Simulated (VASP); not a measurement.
# Be2S5 (C2) in VASP: notebook

Runs on Be2S5. Level: PBE. Tasks: single point, relaxation of cell and atoms.

Everything below comes from runs of VASP 6.6.1. Logs are shortened: lines on timing, memory, paths and dates and some standing lists are left out, and cuts for length are marked.

### Step 1. The cell of the first run

The structure is monoclinic, space group C2 (No. 5). Conventional cell: a = 5.326 Å, b = 4.834 Å, c = 9.471 Å, α = 90.00°, β = 95.02°, γ = 90.00°. Within 2.8 Å of Be (site symmetry 1) lie 4 S at 2.12 to 2.17 Å. S (site symmetry 1) has 2 Be at 2.12 to 2.17 Å and 1 S at 2.21 Å within 2.8 Å. Within 2.6 Å of S (site symmetry 1) lie 2 S at 1.96 to 2.21 Å. S (site symmetry 2) has 4 Be at 2.15 to 2.16 Å within 2.8 Å.

### Step 2. Single point, PBE

The input, INCAR:

```
SYSTEM = Be2S5
PREC = Accurate
ENCUT = 520
EDIFF = 1E-7
ISMEAR = 0
SIGMA = 0.2
LREAL = .False.
LASPH = .True.
NELM = 80
ALGO = Normal
ISIF = 2
LWAVE = .False.
LCHARG = .True.
GGA = PE
LELF = .True.
LVHAR = .True.
NBANDS = 26
```

The input, KPOINTS:

```
regular mesh
0
Gamma
  5 5 2
  0 0 0
```

The input, POSCAR:

```
Be2S5
1.0
    2.6607042707     -2.4169535768     -0.1124846623
    2.6607042707      2.4169535768     -0.1124846623
   -0.4287234674      0.0000000000      9.4617496706
Be S
2 5
Direct
    0.5145438347      0.0049626517      0.1258723921
   -0.0049626517      0.4854561653      0.8741276079
    0.4781591842      0.3725708759      0.7560719159
    0.1484306795      0.6081096975      0.5720927339
    0.6274291241      0.5218408158      0.2439280841
    0.3918903025      0.8515693205      0.4279072661
   -0.0054904733      0.0054904733      0.0000000000
```

Potentials or basis: VASP PAW PBE potentials, release 64 (Be, S).

Started as:

```
$ cat potpaw_PBE.64/Be/POTCAR potpaw_PBE.64/S/POTCAR > POTCAR
$ mpirun -np 1 vasp_std > vasp.out
```

OUTCAR:

```text
SYSTEM = Be2S5
   PREC = Accurate
   ENCUT = 520
   EDIFF = 1E-7
   ISMEAR = 0
   LREAL = .False.
   LASPH = .True.
   NELM = 80
   ISIF = 2
   GGA = PE

 ion  position               nearest neighbor table
   1  0.515  0.005  0.126-   5 2.12   7 2.15   7 2.16   5 2.17
   2  0.995  0.485  0.874-   3 2.12   7 2.15   7 2.16   3 2.17
   3  0.478  0.373  0.756-   2 2.12   2 2.17   4 2.21
   4  0.148  0.608  0.572-   6 1.96   3 2.21
   5  0.627  0.522  0.244-   1 2.12   1 2.17   6 2.21
   6  0.392  0.852  0.428-   4 1.96   5 2.21
   7  0.995  0.005  0.000-   1 2.15   2 2.15   2 2.16   1 2.16

  LATTYP: Found a base centered monoclinic cell.
 ALAT       =     5.3261618509
 B/A-ratio  =     0.9075779687
 C/A-ratio  =     1.7782894978
 COS(beta)  =    -0.0874196367

  Lattice vectors:

 A1 = (   2.6607042707,  -2.4169535768,  -0.1124846623)
 A2 = (   2.6607042707,   2.4169535768,  -0.1124846623)
 A3 = (  -0.4287234674,   0.0000000000,   9.4617496706)

Analysis of symmetry for initial positions (statically):
=====================================================================
 Subroutine PRICEL returns:
 Original cell was already a primitive cell.

 Routine SETGRP: Setting up the symmetry group for a
 base centered monoclinic supercell.

 Subroutine GETGRP returns: Found  2 space group operations
 (whereof  2 operations were pure point group operations)
 out of a pool of  4 trial point group operations.

The static configuration has the point symmetry C_2 .

Analysis of symmetry for dynamics (positions and initial velocities):
=====================================================================
 Subroutine PRICEL returns:
 Original cell was already a primitive cell.

 Routine SETGRP: Setting up the symmetry group for a
 base centered monoclinic supercell.

 Subroutine GETGRP returns: Found  2 space group operations
 (whereof  2 operations were pure point group operations)
 out of a pool of  4 trial point group operations.

The dynamic configuration has the point symmetry C_2 .

 Subroutine INISYM returns: Found  2 space group operations
 (whereof  2 operations are pure point group operations),
 and found     1 'primitive' translations

----------------------------------------------------------------------------------------

                                     Primitive cell

  volume of cell :     121.4601

  direct lattice vectors                    reciprocal lattice vectors
     2.660704271 -2.416953577 -0.112484662     0.188280839 -0.206871992  0.008531235
     2.660704271  2.416953577 -0.112484662     0.188280839  0.206871992  0.008531235
    -0.428723467  0.000000000  9.461749671     0.004476700  0.000000000  0.105891542

  length of vectors
     3.596340447  3.596340447  9.471457683     0.279854386  0.279854386  0.105986129

  position of ions in fractional coordinates (direct lattice)
     0.514543835  0.004962652  0.125872392
     0.995037348  0.485456165  0.874127608
     0.478159184  0.372570876  0.756071916
     0.148430680  0.608109697  0.572092734
     0.627429124  0.521840816  0.243928084
     0.391890303  0.851569320  0.427907266
     0.994509527  0.005490473  0.000000000

  ion indices of the primitive-cell ions
   primitive index   ion index
                 1           1
                 2           2
                 3           3
                 4           4
                 5           5
                 6           6
                 7           7

----------------------------------------------------------------------------------------

 KPOINTS: regular mesh

Automatic generation of k-mesh.
 Grid dimensions read from file:
 generate k-points for:    5    5    2

 Generating k-lattice:

  Cartesian coordinates                     Fractional coordinates (reciprocal lattice)
     0.037656168 -0.041374398  0.001706247     0.200000000 -0.000000000  0.000000000
     0.037656168  0.041374398  0.001706247    -0.000000000  0.200000000  0.000000000
     0.002238350  0.000000000  0.052945771     0.000000000  0.000000000  0.500000000

  Length of vectors
     0.055970877  0.055970877  0.052993065

  Shift w.r.t. Gamma in fractional coordinates (k-lattice)
     0.000000000  0.000000000  0.000000000

 Subroutine IBZKPT returns following result:
 ===========================================

 Found     18 irreducible k-points:

 Following reciprocal coordinates:
            Coordinates               Weight
  0.000000  0.000000  0.000000      1.000000
  0.200000  0.000000  0.000000      4.000000
  0.400000  0.000000  0.000000      4.000000
  0.200000  0.200000  0.000000      2.000000
  0.400000  0.200000 -0.000000      4.000000
 -0.400000  0.200000  0.000000      4.000000
[... 10 lines left out ...]
  0.400000  0.400000  0.500000      2.000000
 -0.400000  0.400000  0.500000      2.000000
   k-points           NKPTS =     18   k-points in BZ     NKDIM =     18   number of bands    NBANDS=     26
   number of dos      NEDOS =    301   number of ions     NIONS =      7
   total plane-waves  NPLWV =  54880
   dimension x,y,z NGX =    28 NGY =   28 NGZ =   70
   dimension x,y,z NGXF=    56 NGYF=   56 NGZF=  140
   ions per type =               2   5
   NGX,Y,Z   is equivalent  to a cutoff of  12.94, 12.94, 12.29 a.u.
   NGXF,Y,Z  is equivalent  to a cutoff of  25.89, 25.89, 24.57 a.u.
 SYSTEM =  Be2S5
   PREC   = accura    normal or accurate (medium, high low for compatibility)
   ISTART =      0    job   : 0-new  1-cont  2-samecut
   ICHARG =      2    charge: 1-file 2-atom 10-const
   ISPIN  =      1    spin polarized calculation?
   LNONCOLLINEAR =      F non collinear calculations
   LSORBIT =      F    spin-orbit coupling
   LASPH  =      T    aspherical Exc in radial PAW
   ENCUT  =  520.0 eV  38.22 Ry    6.18 a.u.   6.69  6.69 17.61*2*pi/ulx,y,z
   NELM   =     80;   NELMIN=  2; NELMDL= -5     # of ELM steps
   EDIFF  = 0.1E-06   stopping-criterion for ELM
   LREAL  =      F    real-space projection
   EDIFFG = 0.1E-05   stopping-criterion for IOM
   NSW    =      0    number of steps for IOM
   IBRION =     -1    ionic relax: 0-MD 1-quasi-New 2-CG
   NFREE  =      0    steps in history (QN), initial steepest desc. (CG)
   ISIF   =      2    stress and relaxation
   ISYM   =      2    0-nonsym 1-usesym 2-fastsym
   POTIM  = 0.5000    time-step for ionic-motion
   TEBEG  =    0.0;   TEEND  =   0.0 temperature during run
   PSTRESS=    0.0 pullay stress
   NELECT =      34.0000    total number of electrons
   NUPDOWN=      -1.0000    fix difference up-down
   EMIN   =  10.00;   EMAX   =-10.00  energy-range for DOS
   EFERMI =   0.00;   METHOD = LEGACY
   ISMEAR =     0;   SIGMA  =   0.20  broadening in eV -4-tet -1-fermi 0-gaus
   EFERMI_NEDOS =   21; number of points for ismear=-14 and -15
   IALGO  =     38    algorithm
   IMIX   =      4    mixing-type and parameters
     AMIX     =   0.40;   BMIX     =  1.00
     AMIX_MAG =   1.60;   BMIX_MAG =  1.00
  volume/ion in A,a.u.               =      17.35       117.09
  Fermi-wavevector in a.u.,A,eV,Ry     =   1.070919  2.023743 15.604077  1.146867
  Thomas-Fermi vector in A             =   2.206644
   LORBIT       =      0    0 simple, 1 ext, 2 COOP (PROOUT), +10 PAW based schemes
   GGA     = PE    functional components
   LHFCALC =     F    Hartree Fock is set to
   AEXX    =    0.0000 exact exchange contribution
   IVDW    =     0    specifies the selected vdW correction
   LEPSILON=     F    determine dielectric tensor
   LRPA    =     F    only Hartree local field effects (RPA)
 non-spin polarized calculation
 Gauss-broadening in eV      SIGMA  =   0.20
  energy-cutoff  :      520.00
  volume of cell :      121.46
 maximum number of plane-waves:      3285
   NGX = 13   NGY = 13   NGZ = 35

 number of electron      33.9999994 magnetization

 Free energy of the ion-electron system (eV)
  ---------------------------------------------------
  ext. energy  EPLUGINS =         0.00000000
  ---------------------------------------------------
  free energy    TOTEN  =       -30.63601347 eV

  energy without entropy =      -30.63601020  energy(sigma->0) =      -30.63601183

 E-fermi :   4.6963     XC(G=0):  -9.5218

 val. band max:        4.0823691543   @ k =  -0.2000   0.2000   0.0000
 cond. band min:       5.2365073529   @ k =  -0.0000  -0.0000   0.5000
 fundamental gap:      1.1541381987
 Fermi energy:         4.6962878649

 k-point     1 :       0.0000    0.0000    0.0000
  band No.  band energies     occupation
      1     -12.1314      2.00000
      2      -9.6943      2.00000
      3      -9.4009      2.00000
      4      -7.6624      2.00000
      5      -5.3457      2.00000
      6      -1.2722      2.00000
[... 18 lines left out ...]
     25      10.0679      0.00000
     26      10.1638      0.00000

 k-point     2 :       0.2000    0.0000    0.0000
  band No.  band energies     occupation
      1     -11.9558      2.00000
      2      -9.5500      2.00000
      3      -9.1837      2.00000
      4      -7.6883      2.00000
      5      -5.4632      2.00000
      6      -1.6299      2.00000
[... 18 lines left out ...]
     25      10.6693      0.00000
     26      10.8956      0.00000

 k-point     3 :       0.4000    0.0000    0.0000
  band No.  band energies     occupation
      1     -11.6236      2.00000
      2      -9.3166      2.00000
      3      -8.6687      2.00000
      4      -7.8979      2.00000
      5      -5.7545      2.00000
      6      -2.2900      2.00000
[... 398 lines left out ...]
 k-point    17 :       0.4000    0.4000    0.5000
  band No.  band energies     occupation
      1     -11.1679      2.00000
      2      -9.0484      2.00000
      3      -8.0972      2.00000
      4      -7.7812      2.00000
      5      -5.8364      2.00000
      6      -2.2735      2.00000
[... 18 lines left out ...]
     25      11.6852      0.00000
     26      12.8795      0.00000

 k-point    18 :      -0.4000    0.4000    0.5000
  band No.  band energies     occupation
      1     -11.1523      2.00000
      2      -9.0012      2.00000
      3      -8.1062      2.00000
      4      -7.7945      2.00000
      5      -5.8860      2.00000
      6      -2.3529      2.00000
[... 18 lines left out ...]
     25      11.2450      0.00000
     26      12.5235      0.00000

------------------------ aborting loop because EDIFF is reached ----------------------------------------

  FORCE on cell =-STRESS in cart. coord.  units (eV):
  Direction    XX          YY          ZZ          XY          YZ          ZX
  --------------------------------------------------------------------------------------
  -------------------------------------------------------------------------------------
  Total       -0.1365564     -0.1015146     -0.3549745      0.0000000      0.0000000      0.1203798
  in kB       -1.8013118     -1.3390763     -4.6824604      0.0000000      0.0000000      1.5879264
  external PRESSURE =      -2.6076162 kB  Pullay stress =       0.0000000 kB

 VOLUME and BASIS-vectors are now :
 -----------------------------------------------------------------------------
  energy-cutoff  :      520.00
  volume of cell :      121.46
      direct lattice vectors                 reciprocal lattice vectors
     2.660704271 -2.416953577 -0.112484662     0.188280839 -0.206871992  0.008531235
     2.660704271  2.416953577 -0.112484662     0.188280839  0.206871992  0.008531235
    -0.428723467  0.000000000  9.461749671     0.004476700  0.000000000  0.105891542

 POSITION                                       TOTAL-FORCE (eV/Angst)
 -----------------------------------------------------------------------------------
      1.32829     -1.23163      1.13254        -0.005819      0.010942      0.002676
      3.56440     -1.23163      8.10424         0.005819      0.010942     -0.002676
      1.93940     -0.25520      7.05807         0.003587      0.024691     -0.058162
      1.76766      1.11102      5.32790         0.102918     -0.029478     -0.074224
      2.95329     -0.25520      2.17871        -0.003587      0.024691      0.058162
      3.12502      1.11102      3.90888        -0.102918     -0.029478      0.074224
      2.66070     -2.39041     -0.11248        -0.000000     -0.012310      0.000000
 -----------------------------------------------------------------------------------
    total drift:                               -0.000000      0.000216      0.000000

  FREE ENERGIE OF THE ION-ELECTRON SYSTEM (eV)
  ---------------------------------------------------
  free  energy   TOTEN  =       -30.6360134742 eV

  energy  without entropy=      -30.6360101954  energy(sigma->0) =      -30.63601183
```

Run time: 1.7 min. Hardware: 1 thread of Intel Xeon 8259CL, shared host; peak memory 0.23 GiB.

Results:

```
Free energy            : -30.6360 eV
Pressure               : -0.3 GPa
Largest force          : 0.130 eV/Å
Band gap on the k mesh : 1.15 eV (least direct gap 1.40 eV)
```

Forces in eV/Å, atoms in the order of the input:
```
Be  -0.006  0.011  0.003
Be   0.006  0.011 -0.003
S    0.004  0.025 -0.058
S    0.103 -0.029 -0.074
S   -0.004  0.025  0.058
S   -0.103 -0.029  0.074
S    0.000 -0.012  0.000
```

Stress tensor (GPa, compression positive):
```
-0.18  0.00  0.16
 0.00 -0.13  0.00
 0.16  0.00 -0.47
```

A k mesh can miss the band edges.

### Step 3. Relaxation of cell and atoms, PBE

This run uses another cell than the first one, of 17.95 Å³/atom.

The input, INCAR:

```
ALGO = Normal ; EDIFF = 1E-7
EDIFFG = -0.08 ; ENCUT = 600
GGA = PE ; IBRION = 2
ISIF = 3 ; ISMEAR = 0
LASPH = T ; LCHARG = F
LREAL = F ; LWAVE = F
NELM = 60 ; NSW = 36
PREC = Accurate ; SIGMA = 0.2
```

The input, KPOINTS:

```
k-points
0
Gamma
  5 5 2
```

The input, POSCAR:

```
Be2S5
1.0
    2.5450000000     -2.5450000000      0.0000000000
    2.5450000000      2.5450000000      0.0000000000
    0.0000000000      0.0000000000      9.7000000000
Be S
2 5
Direct
    0.5000000000      0.0000000000      0.1110000000
    0.0000000000      0.5000000000      0.8890000000
    0.5000000000      0.5000000000      0.7770000000
    0.2270000000      0.5770000000      0.5930000000
    0.5000000000      0.5000000000      0.2230000000
    0.4230000000      0.7730000000      0.4070000000
    0.0000000000      0.0000000000      0.0000000000
```

Potentials or basis: VASP PAW PBE potentials, release 64 (Be, S).

Started as:

```
$ cat potpaw_PBE.64/Be/POTCAR potpaw_PBE.64/S/POTCAR > POTCAR
$ mpirun -np 1 vasp_std > vasp.out
```

Run time: 27 min. Hardware: 1 thread of Intel Xeon 8259CL, shared host; peak memory 0.28 GiB.

Results (log left out):

```
Free energy                           : -30.6352 eV
Relaxed volume                        : 17.33 Å³/atom
Relaxed cell                          : a = 3.594 Å, b = 3.594 Å, c = 9.477 Å, α = 93.68°, β = 93.68°, γ = 84.33°
Space group after relaxing (to 0.1 Å) : C2 (No. 5)
Energy gained by relaxing             : 147.6 meV/atom
Ionic steps                           : 23
Pressure after relaxing               : -0.1 GPa
Largest force after relaxing          : 0.068 eV/Å
Band gap on the k mesh                : 1.19 eV (least direct gap 1.45 eV)
```

Forces on the atoms (eV/Å):
```
Be   0.030 -0.045 -0.012
Be  -0.030 -0.045  0.012
S    0.006  0.066 -0.012
S   -0.021  0.005 -0.012
S   -0.006  0.066  0.012
S    0.021  0.005  0.012
S    0.000 -0.052  0.000
```

Stress tensor (GPa, compression positive):
```
 0.02  0.00  0.13
 0.00 -0.04  0.00
 0.13  0.00 -0.21
```

Step by step:
```
step  energy change (eV)  largest force (eV/Å)  pressure (GPa)  volume (Å³)
   1              0.0000                2.3296            3.79       125.65
   2             -0.3888                0.5754           -0.53       133.52
   3             -0.3900                0.5456           -0.40       133.04
   4             -0.4468                0.4737           -0.26       132.72
   5             -0.5217                1.2438            0.39       131.68
   6             -0.5461                0.9844            0.04       131.67
   7             -0.5895                0.5664           -0.89       131.60
   8             -0.5555                0.9384           -2.36       131.37
   9             -0.5945                0.5713           -1.37       131.55
  10             -0.6251                0.5597           -1.30       130.79
  11             -0.7055                0.5379           -1.09       128.53
  12             -0.7912                0.6102           -0.64       124.03
  13             -0.8668                0.5106            0.74       122.21
  14             -0.8710                0.7980            1.19       121.69
  15             -0.9334                0.5082            0.40       121.98
  16             -0.9641                0.3418           -0.64       122.37
  17             -0.9958                0.2686           -0.28       121.34
  18             -1.0065                0.3933            0.13       120.31
  19             -1.0203                0.1960            0.70       120.04
  20             -1.0204                0.1926            0.74       120.02
  21             -1.0294                0.1282           -0.20       121.38
  22             -1.0294                0.1295           -0.21       121.40
  23             -1.0331                0.0678           -0.08       121.32
```

Final structure:
```
Be S
1.0
     2.66137   -2.41232   -0.10578
     2.66137    2.41232   -0.10578
    -0.44591    0.00000    9.46651
Be S
2 5
Direct
  0.50757 0.00510 0.12641
  0.99490 0.49243 0.87359
  0.48160 0.37095 0.75587
  0.15283 0.60604 0.57225
  0.62905 0.51840 0.24413
  0.39396 0.84717 0.42775
  0.99009 0.00991 0.00000
```

Levels at points of the mesh, in eV from the valence-band top:
| k point | band 13 | band 14 | band 15 | band 16 | band 17 | band 18 | band 19 | band 20 | band 21 |
| --- | --- | --- | --- | --- | --- | --- | --- | --- | --- |
| (0.00, 0.00, 0.00) | -1.65 | -1.55 | -1.40 | -0.66 | -0.37 | 1.50 | 2.61 | 3.15 | 3.57 |
| (0.00, 0.00, 0.50) | -2.01 | -1.52 | -0.90 | -0.56 | -0.25 | 1.19 | 2.48 | 3.03 | 4.27 |

Caveat: the relaxation stopped at a loose force limit of 0.08 eV/Å, so its end isn't a converged minimum.
